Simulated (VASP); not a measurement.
Set up this calculation in VASP 6.6.1, as the native input.

| Item | Value |
| --- | --- |
| Task | single point |
| Functional | LDA |
| Potentials or basis | VASP PAW LDA potentials, release 64 (K_sv, I) |
| Cutoff | 520 eV |
| k mesh | 6 × 6 × 6 |
| Occupations | gaussian, width 0.05 eV |
| Spin | no spin polarisation |
| Dipole correction | no |
| Further INCAR settings | ALGO = Normal; EDIFF = 1e-07; NBANDS = 15 |

The structure of KI lies in POSCAR:

```
KI
1.0
    0.0000000000      3.5473682228      3.4109309835
    3.5473682228      0.0000000000      3.4109309835
    3.5473682228      3.5473682228      0.0000000000
K I
1 1
Direct
   -0.0434485484     -0.0434485484      0.0434485484
    0.5133861666      0.5133861666      0.4866138334
```

One way to write it, as run:

INCAR

```
SYSTEM = KI
  PREC = Accurate
  ENCUT = 520
  EDIFF = 1E-7
  ISMEAR = 0
  SIGMA = 0.05
  LREAL = .FALSE.
  LASPH = .TRUE.
  NELM = 100
  ALGO = Normal
  ISIF = 2
  LWAVE = .FALSE.
  LCHARG = .FALSE.
  NBANDS = 15
```

KPOINTS

```
Automatic mesh
0
G
  6 6 6
  0 0 0
```

Potentials or basis: VASP PAW LDA potentials, release 64 (K_sv, I).

Launch:

```sh
$ cat potpaw_LDA.64/K_sv/POTCAR potpaw_LDA.64/I/POTCAR > POTCAR
$ mpirun -np 1 vasp_std > vasp.out
```

Results of the run:

```json
{
  "Pressure": "0.0 GPa",
  "Largest force": "0.851 eV/Å",
  "Band gap on the k mesh": "3.68 eV, direct"
}
```

Caveat: spin-orbit coupling is left out, which moves the levels of the heavy elements.

It took 22 s on 1 thread of Intel(R) Xeon(R) 6975P-C (Granite Rapids), on a shared host, peak memory 0.2 GiB.
